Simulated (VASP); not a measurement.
# Nb in VASP: a series of runs

Runs on Nb. Level: PBEsol. Tasks: single point.

Everything below comes from runs of VASP 6.6.1. Logs are shortened: lines on timing, memory, paths and dates and some standing lists are left out, and cuts for length are marked.

**1. The cell of the first run**

Symmetry: Fd-3m, No. 227, cubic system. The conventional cell has a = 5.659 Å, b = 5.659 Å, c = 5.659 Å, α = 90.00°, β = 90.00°, γ = 90.00°. Within 3.2 Å of Nb (site symmetry -43m) lie 4 Nb at 2.45 Å.

This isn't the form of Nb at room conditions, which is bcc.

**2. Single point, PBEsol**

The input, INCAR:

```
ALGO     = Normal         # electronic algorithm
EDIFF    = 1E-6           # SCF threshold, eV
ENCUT    = 520            # plane-wave cutoff, eV
GGA      = PS             # functional
ISIF     = 2              # what is computed and relaxed
ISMEAR   = -1             # smearing method
LASPH    = True           # aspherical terms in the spheres
LCHARG   = False          # write CHGCAR
LREAL    = False          # projectors in reciprocal space
LWAVE    = False          # write WAVECAR
NBANDS   = 20             # bands
NELM     = 100            # most SCF steps
PREC     = Accurate       # precision mode
SIGMA    = 0.05           # smearing width, eV
```

The input, KPOINTS:

```
k-points
0
Gamma
  9 9 9
```

The input, POSCAR:

```
Nb
1.0
    0.0000000000      2.8296800281      2.8296800281
    2.8296800281      0.0000000000      2.8296800281
    2.8296800281      2.8296800281      0.0000000000
Nb
2
Direct
   -0.1250000000     -0.1250000000     -0.1250000000
    0.1250000000      0.1250000000      0.1250000000
```

Potentials or basis: VASP PAW PBE potentials, release 64 (Nb_sv).

The run is started by

```
$ cat potpaw_PBE.64/Nb_sv/POTCAR > POTCAR
$ mpirun -np 1 vasp_std > vasp.out
```

OUTCAR:

```text
EDIFF = 1E-6
   ENCUT = 520
   GGA = PS
   ISIF = 2
   ISMEAR = -1
   LASPH = True
   LREAL = False
   NELM = 100
   PREC = Accurate

 ion  position               nearest neighbor table
   1  0.875  0.875  0.875-   2 2.45   2 2.45   2 2.45   2 2.45
   2  0.125  0.125  0.125-   1 2.45   1 2.45   1 2.45   1 2.45

  LATTYP: Found a face centered cubic cell.
 ALAT       =     5.6593600562

  Lattice vectors:

 A1 = (   0.0000000000,   2.8296800281,   2.8296800281)
 A2 = (   2.8296800281,   0.0000000000,   2.8296800281)
 A3 = (   2.8296800281,   2.8296800281,   0.0000000000)

Analysis of symmetry for initial positions (statically):
=====================================================================
 Subroutine PRICEL returns:
 Original cell was already a primitive cell.

 Routine SETGRP: Setting up the symmetry group for a
 face centered cubic supercell.

 Subroutine GETGRP returns: Found 48 space group operations
 (whereof 12 operations were pure point group operations)
 out of a pool of 48 trial point group operations.

The static configuration has the point symmetry D_3d.
 The point group associated with its full space group is O_h .

Analysis of symmetry for dynamics (positions and initial velocities):
=====================================================================
 Subroutine PRICEL returns:
 Original cell was already a primitive cell.

 Routine SETGRP: Setting up the symmetry group for a
 face centered cubic supercell.

 Subroutine GETGRP returns: Found 48 space group operations
 (whereof 12 operations were pure point group operations)
 out of a pool of 48 trial point group operations.

The dynamic configuration has the point symmetry D_3d.
 The point group associated with its full space group is O_h .

 Subroutine INISYM returns: Found 48 space group operations
 (whereof 12 operations are pure point group operations),
 and found     1 'primitive' translations

----------------------------------------------------------------------------------------

                                     Primitive cell

  volume of cell :      45.3150

  direct lattice vectors                    reciprocal lattice vectors
     0.000000000  2.829680028  2.829680028    -0.176698424  0.176698424  0.176698424
     2.829680028  0.000000000  2.829680028     0.176698424 -0.176698424  0.176698424
     2.829680028  2.829680028  0.000000000     0.176698424  0.176698424 -0.176698424

  length of vectors
     4.001771873  4.001771873  4.001771873     0.306050647  0.306050647  0.306050647

  position of ions in fractional coordinates (direct lattice)
     0.875000000  0.875000000  0.875000000
     0.125000000  0.125000000  0.125000000

  ion indices of the primitive-cell ions
   primitive index   ion index
                 1           1
                 2           2

----------------------------------------------------------------------------------------

 KPOINTS: k-points

Automatic generation of k-mesh.
 Grid dimensions read from file:
 generate k-points for:    9    9    9

 Generating k-lattice:

  Cartesian coordinates                     Fractional coordinates (reciprocal lattice)
    -0.019633158  0.019633158  0.019633158     0.111111111  0.000000000  0.000000000
     0.019633158 -0.019633158  0.019633158     0.000000000  0.111111111  0.000000000
     0.019633158  0.019633158 -0.019633158     0.000000000  0.000000000  0.111111111

  Length of vectors
     0.034005627  0.034005627  0.034005627

  Shift w.r.t. Gamma in fractional coordinates (k-lattice)
     0.000000000  0.000000000  0.000000000

 Subroutine IBZKPT returns following result:
 ===========================================

 Found     35 irreducible k-points:

 Following reciprocal coordinates:
            Coordinates               Weight
  0.000000  0.000000  0.000000      1.000000
  0.111111  0.000000  0.000000      8.000000
  0.222222  0.000000  0.000000      8.000000
  0.333333  0.000000  0.000000      8.000000
  0.444444  0.000000  0.000000      8.000000
  0.111111  0.111111  0.000000      6.000000
[... 16 lines left out ...]
 -0.333333  0.333333  0.000000     12.000000
  0.444444  0.444444  0.000000      6.000000
 [... further k-points ...]
   k-points           NKPTS =     35   k-points in BZ     NKDIM =     35   number of bands    NBANDS=     20
   number of dos      NEDOS =    301   number of ions     NIONS =      2
   total plane-waves  NPLWV =  27000
   dimension x,y,z NGX =    30 NGY =   30 NGZ =   30
   dimension x,y,z NGXF=    60 NGYF=   60 NGZF=   60
   ions per type =               2
   NGX,Y,Z   is equivalent  to a cutoff of  12.46, 12.46, 12.46 a.u.
   NGXF,Y,Z  is equivalent  to a cutoff of  24.93, 24.93, 24.93 a.u.
 SYSTEM =  unknown system
   PREC   = accura    normal or accurate (medium, high low for compatibility)
   ISTART =      0    job   : 0-new  1-cont  2-samecut
   ICHARG =      2    charge: 1-file 2-atom 10-const
   ISPIN  =      1    spin polarized calculation?
   LNONCOLLINEAR =      F non collinear calculations
   LSORBIT =      F    spin-orbit coupling
   LASPH  =      T    aspherical Exc in radial PAW
   ENCUT  =  520.0 eV  38.22 Ry    6.18 a.u.   7.44  7.44  7.44*2*pi/ulx,y,z
   NELM   =    100;   NELMIN=  2; NELMDL= -5     # of ELM steps
   EDIFF  = 0.1E-05   stopping-criterion for ELM
   LREAL  =      F    real-space projection
   EDIFFG = 0.1E-04   stopping-criterion for IOM
   NSW    =      0    number of steps for IOM
   IBRION =     -1    ionic relax: 0-MD 1-quasi-New 2-CG
   NFREE  =      0    steps in history (QN), initial steepest desc. (CG)
   ISIF   =      2    stress and relaxation
   ISYM   =      2    0-nonsym 1-usesym 2-fastsym
   POTIM  = 0.5000    time-step for ionic-motion
   TEBEG  =    0.0;   TEEND  =   0.0 temperature during run
   PSTRESS=    0.0 pullay stress
   NELECT =      26.0000    total number of electrons
   NUPDOWN=      -1.0000    fix difference up-down
   EMIN   =  10.00;   EMAX   =-10.00  energy-range for DOS
   EFERMI =   0.00;   METHOD = LEGACY
   ISMEAR =    -1;   SIGMA  =   0.05  broadening in eV -4-tet -1-fermi 0-gaus
   EFERMI_NEDOS =   21; number of points for ismear=-14 and -15
   IALGO  =     38    algorithm
   IMIX   =      4    mixing-type and parameters
     AMIX     =   0.40;   BMIX     =  1.00
     AMIX_MAG =   1.60;   BMIX_MAG =  1.00
  volume/ion in A,a.u.               =      22.66       152.90
  Fermi-wavevector in a.u.,A,eV,Ry     =   1.360354  2.570696 25.178440  1.850563
  Thomas-Fermi vector in A             =   2.487023
   LORBIT       =      0    0 simple, 1 ext, 2 COOP (PROOUT), +10 PAW based schemes
   GGA     = PS    functional components
   LHFCALC =     F    Hartree Fock is set to
   AEXX    =    0.0000 exact exchange contribution
   IVDW    =     0    specifies the selected vdW correction
   LEPSILON=     F    determine dielectric tensor
   LRPA    =     F    only Hartree local field effects (RPA)
 non-spin polarized calculation
  energy-cutoff  :      520.00
  volume of cell :       45.32
 maximum number of plane-waves:      1243
 NGX is ok and might be reduce to    30
   NGX = 15   NGY = 15   NGZ = 15

 number of electron      26.0000002 magnetization

 Free energy of the ion-electron system (eV)
  ---------------------------------------------------
  ext. energy  EPLUGINS =         0.00000000
  ---------------------------------------------------
  free energy    TOTEN  =       -16.53558154 eV

  energy without entropy =      -16.51675656  energy(sigma->0) =      -16.52616905

 E-fermi :   7.9983     XC(G=0): -11.0750

 val. band max:        7.9514530710   @ k =  -0.3333   0.1111   0.0000
 cond. band min:       8.0183653616   @ k =   0.4444   0.3333   0.0000
 fundamental gap:      0.0669122905
 Fermi energy:         7.9982822872

 k-point     1 :       0.0000    0.0000    0.0000
  band No.  band energies     occupation
      1     -46.5338      2.00000
      2     -45.4826      2.00000
      3     -23.0353      2.00000
      4     -23.0353      2.00000
      5     -23.0353      2.00000
      6     -21.5083      2.00000
[... 12 lines left out ...]
     19      14.0042      0.00000
     20      18.8865      0.00000

 k-point     2 :       0.1111    0.0000    0.0000
  band No.  band energies     occupation
      1     -46.5114      2.00000
      2     -45.5076      2.00000
      3     -23.0601      2.00000
      4     -23.0601      2.00000
      5     -23.0360      2.00000
      6     -21.5051      2.00000
[... 12 lines left out ...]
     19      13.9567      0.00000
     20      18.2340      0.00000

 k-point     3 :       0.2222    0.0000    0.0000
  band No.  band energies     occupation
      1     -46.4490      2.00000
      2     -45.5764      2.00000
      3     -23.1192      2.00000
      4     -23.1192      2.00000
      5     -23.0399      2.00000
      6     -21.4945      2.00000
[... 12 lines left out ...]
     19      13.7956      0.00000
     20      17.8685      0.00000

 k-point     4 :       0.3333    0.0000    0.0000
  band No.  band energies     occupation
      1     -46.3635      2.00000
      2     -45.6692      2.00000
      3     -23.1811      2.00000
      4     -23.1811      2.00000
      5     -23.0477      2.00000
      6     -21.4779      2.00000
[... 12 lines left out ...]
     19      13.4772      0.00000
     20      15.8845      0.00000

 k-point     5 :       0.4444    0.0000    0.0000
  band No.  band energies     occupation
      1     -46.2925      2.00000
      2     -45.7449      2.00000
      3     -23.2191      2.00000
      4     -23.2191      2.00000
      5     -23.0546      2.00000
      6     -21.4646      2.00000
[... 12 lines left out ...]
     19      13.0632      0.00000
     20      13.9333      0.00000
[... 353 lines left out ...]
      6     -22.0035      2.00000
[... 12 lines left out ...]
     19      13.9261      0.00000
     20      14.9587      0.00000

 k-point    22 :      -0.4444    0.3333    0.0000
  band No.  band energies     occupation
      1     -46.1227      2.00000
      2     -45.9216      2.00000
      3     -23.4452      2.00000
      4     -23.3632      2.00000
      5     -22.4847      2.00000
      6     -22.0425      2.00000
[... 12 lines left out ...]
     19      13.3050      0.00000
     20      13.7244      0.00000

 k-point    23 :      -0.3333    0.3333    0.0000
  band No.  band energies     occupation
      1     -46.1528      2.00000
      2     -45.8907      2.00000
      3     -23.4593      2.00000
      4     -23.3199      2.00000
      5     -22.5773      2.00000
      6     -21.9363      2.00000
[... 12 lines left out ...]
     19      13.9060      0.00000
     20      14.1282      0.00000

 k-point    24 :       0.4444    0.4444    0.0000
  band No.  band energies     occupation
      1     -46.1133      2.00000
      2     -45.9311      2.00000
      3     -23.4060      2.00000
      4     -23.4060      2.00000
      5     -22.4066      2.00000
      6     -22.1472      2.00000
[... 12 lines left out ...]
     19      13.9742      0.00000
     20      14.4317      0.00000

 [... further k-points ...]
[... 5 lines left out ...]
  --------------------------------------------------------------------------------------
  -------------------------------------------------------------------------------------
  Total        1.8979602      1.8979602      1.8979602      0.0000000      0.0000000     -0.0000000
  in kB       67.1051260     67.1051260     67.1051260      0.0000000      0.0000000     -0.0000000
  external PRESSURE =      67.1051260 kB  Pullay stress =       0.0000000 kB

 VOLUME and BASIS-vectors are now :
 -----------------------------------------------------------------------------
  energy-cutoff  :      520.00
  volume of cell :       45.32
      direct lattice vectors                 reciprocal lattice vectors
     0.000000000  2.829680028  2.829680028    -0.176698424  0.176698424  0.176698424
     2.829680028  0.000000000  2.829680028     0.176698424 -0.176698424  0.176698424
     2.829680028  2.829680028  0.000000000     0.176698424  0.176698424 -0.176698424

 POSITION                                       TOTAL-FORCE (eV/Angst)
 -----------------------------------------------------------------------------------
      4.95194      4.95194      4.95194         0.000000     -0.000000     -0.000000
      0.70742      0.70742      0.70742        -0.000000      0.000000      0.000000
 -----------------------------------------------------------------------------------
    total drift:                               -0.000000      0.000000      0.000000

  FREE ENERGIE OF THE ION-ELECTRON SYSTEM (eV)
  ---------------------------------------------------
  free  energy   TOTEN  =       -16.5355815402 eV

  energy  without entropy=      -16.5167565644  energy(sigma->0) =      -16.52616905
```

Run time: 38 s. Hardware: 1 thread of Intel Xeon 8259CL, shared host; peak memory 0.18 GiB.

What came out:

* Free energy: -16.5356 eV
* Pressure: 6.7 GPa
* Band gap on the k mesh: zero (bands 13 and 14 overlap by 1.60 eV)

Caveat: the cell stands under pressure; the PAW data sets were made with another functional, which shifts forces and pressure a little.

**3. Single point, PBEsol, collinear spin, zero start**

The input, INCAR:

```
SYSTEM = Nb
PREC = Accurate
ENCUT = 520
EDIFF = 1E-7
ISMEAR = -1
SIGMA = 0.05
LREAL = .False.
LASPH = .True.
NELM = 150
ALGO = Normal
ISIF = 2
LWAVE = .False.
LCHARG = .True.
ISPIN = 2
MAGMOM = 0 0
LORBIT = 11
LMAXMIX = 4
GGA = PS
LELF = .True.
LVHAR = .True.
NBANDS = 24
```

The input, KPOINTS:

```
Automatic mesh
0
Gamma
  9 9 9
  0 0 0
```

POSCAR is that of step 2.

Potentials or basis: VASP PAW PBE potentials, release 64 (Nb_sv).

The run is started by

```
$ cat potpaw_PBE.64/Nb_sv/POTCAR > POTCAR
$ mpirun -np 1 vasp_std > vasp.out
```

It took 2.4 min on 1 thread of Intel Xeon 8259CL, shared host; peak memory 0.21 GiB.

The run converged. Its results:

| Property | Result |
| --- | --- |
| Free energy | -16.5356 eV |
| Pressure | 6.7 GPa |
| Band gap on the k mesh | zero (filled and empty bands overlap) |
| Net moment | 0.00 μB per cell |
| Valence electrons inside the program's atomic spheres | Nb 11.13 |

Levels at points of the mesh, in eV from the Fermi level:
Spin up:
```tsv
k point	band 11	band 12	band 13	band 14	band 15	band 16
(0.00, 0.00, 0.00)	-1.89	-0.61	-0.61	-0.61	2.15	2.15
```
Spin down:
| k point | band 11 | band 12 | band 13 | band 14 | band 15 | band 16 |
| --- | --- | --- | --- | --- | --- | --- |
| (0.00, 0.00, 0.00) | -1.89 | -0.61 | -0.61 | -0.61 | 2.15 | 2.15 |

Caveat: the cell stands under pressure; the PAW data sets were made with another functional, which shifts forces and pressure a little.

**4. Single point, PBEsol (shortest bond scaled by 0.94)**

The input, INCAR:

```
PREC = Accurate
ENCUT = 520
EDIFF = 1E-6
ISMEAR = -1
SIGMA = 0.05
LREAL = False
LASPH = True
NELM = 100
ALGO = Normal
ISIF = 2
LWAVE = False
LCHARG = False
GGA = PS
NBANDS = 20
```

The input, KPOINTS:

```
Automatic mesh
0
Gamma
  9 9 9
```

The input, POSCAR:

```
Nb
1.0
    0.0000000000      2.8296800281      2.8296800281
    2.8296800281      0.0000000000      2.8296800281
    2.8296800281      2.8296800281      0.0000000000
Nb
2
Direct
   -0.1475000000     -0.1175000000     -0.1175000000
    0.1475000000      0.1175000000      0.1175000000
```

The run is started by

```
$ cat potpaw_PBE.64/Nb_sv/POTCAR > POTCAR
$ mpirun -np 1 vasp_std > vasp.out
```

Run time: 2 min. Hardware: 1 thread of Intel Xeon 8259CL, shared host; peak memory 0.21 GiB.

The run converged. Its results:

```
Free energy            : -16.5512 eV
Pressure               : 7.2 GPa
Largest force          : 0.020 eV/Å
Band gap on the k mesh : zero (bands 13 and 14 overlap by 1.96 eV)
```

Forces in eV/Å, atoms in the order of the input:
```
Nb   0.012 -0.012 -0.012
Nb  -0.012  0.012  0.012
```

Stress tensor (GPa, compression positive):
```
 7.20 -4.45 -4.45
-4.45  7.20  4.45
-4.45  4.45  7.20
```

Levels at points of the mesh, in eV from the Fermi level:
| k point | band 10 | band 11 | band 12 | band 13 | band 14 | band 15 | band 16 | band 17 |
| --- | --- | --- | --- | --- | --- | --- | --- | --- |
| (0.00, 0.00, 0.00) | -1.92 | -1.92 | -0.83 | -0.83 | -0.17 | 1.84 | 2.25 | 2.25 |

Caveat: the cell differs from its parent crystal (shortest bond scaled by 0.94); the cell stands under pressure; the PAW data sets were made with another functional, which shifts forces and pressure a little.

**5. Overview**

```csv
spin,cell,gap on the mesh (eV),pressure (GPa)
off,"as given, atomic positions A",none,6.7
"collinear, zero start","as given, atomic positions A",none,6.7
off,"as given, atomic positions B",none,7.2
```

Alike in all rows: task single point; level PBEsol; potentials or basis VASP PAW PBE potentials, release 64 (Nb_sv); k mesh 9 × 9 × 9; cutoff (eV) 520; smearing fermi-dirac 0.05 eV.

Caveats: the cell stands under pressure; the PAW data sets were made with another functional, which shifts forces and pressure a little.

Absolute energies hang on the potentials; compare differences alone.

The gap in the log of VASP goes by the Fermi energy; the results here count the filled bands.